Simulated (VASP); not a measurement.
Wanted: the native input for a VASP 6.6.1 run.

| Item | Value |
| --- | --- |
| Task | single point |
| Functional | PBE |
| Potentials or basis | VASP PAW PBE potentials, release 64 (Mg, Li_sv) |
| Cutoff | 650 eV |
| k mesh | 1 × 1 × 1, shifted |
| Occupations | fermi-dirac, width 0.0698 eV |
| Spin | no spin polarisation |
| Dipole correction | no |
| Further INCAR settings | LREAL = Auto; ALGO = Normal; EDIFF = 1e-06; NBANDS = 32; ISYM = -1 |

The structure of Li5Mg11 lies in POSCAR:

```
Li5Mg11
1.0
    6.9874180000      0.1521120000      0.1432780000
    0.1521120000      7.2620990000     -0.0841100000
    0.1432780000     -0.0841100000      7.1109010000
Mg Li
11 5
Direct
    0.5366888671      0.7991408209      0.2455899790
    0.7427663624      0.4843383154     -0.0231069710
    1.0645877304      0.6782631597      0.7324192410
    0.0108946836      0.1664882637      0.7595822751
    0.2186887337      0.9098050742      0.4702615633
    0.2936138932      0.4671434722      0.9604605698
    0.1939777261      0.1569913840      0.1300358147
    1.0353598199      0.7722132631      0.1548545780
    0.7226342806      0.8312954253      0.6071218913
    0.2934317365      0.4938100392      0.3655436983
    0.4561714874      0.1739213634      0.6029998431
    0.7290319883      0.0752879844      0.9715766296
    0.3859692347      0.8463655296      0.8634980159
    0.6287878350      0.4828558286      0.6597551478
    0.7887034312      0.1138434285      0.4238438308
    0.7788033038      0.5591101470      0.3482768744
```

These files were run (other wordings do the same):

INCAR

```
ALGO = Normal
EDIFF = 1E-6
ENCUT = 650
GGA = PE
GGA_COMPAT = False
ISIF = 2
ISMEAR = -1
ISYM = -1
LASPH = True
LCHARG = False
LREAL = Auto
LWAVE = False
NBANDS = 32
NELM = 120
PREC = Accurate
SIGMA = 0.0698
```

KPOINTS

```
explicit points
1
Reciprocal
  0.25000000   0.25000000   0.25000000 1
```

Potentials or basis: VASP PAW PBE potentials, release 64 (Mg, Li_sv).

Command:

```bash
$ cat potpaw_PBE.64/Mg/POTCAR potpaw_PBE.64/Li_sv/POTCAR > POTCAR
$ mpirun -np 1 vasp_std > vasp.out
```

It gave:

```json
{
 "Pressure": "2.6 GPa",
 "Largest force": "1.182 eV/Å",
 "Band gap on the k mesh": "zero (an odd number of electrons rules out a gap without spin polarisation)"
}
```

Caveat: the atoms stand as in a frame of molecular dynamics.

It took 59 s on 1 thread of AMD EPYC 7R13 Processor (Zen 3), with other jobs on the host, peak memory 0.41 GiB.
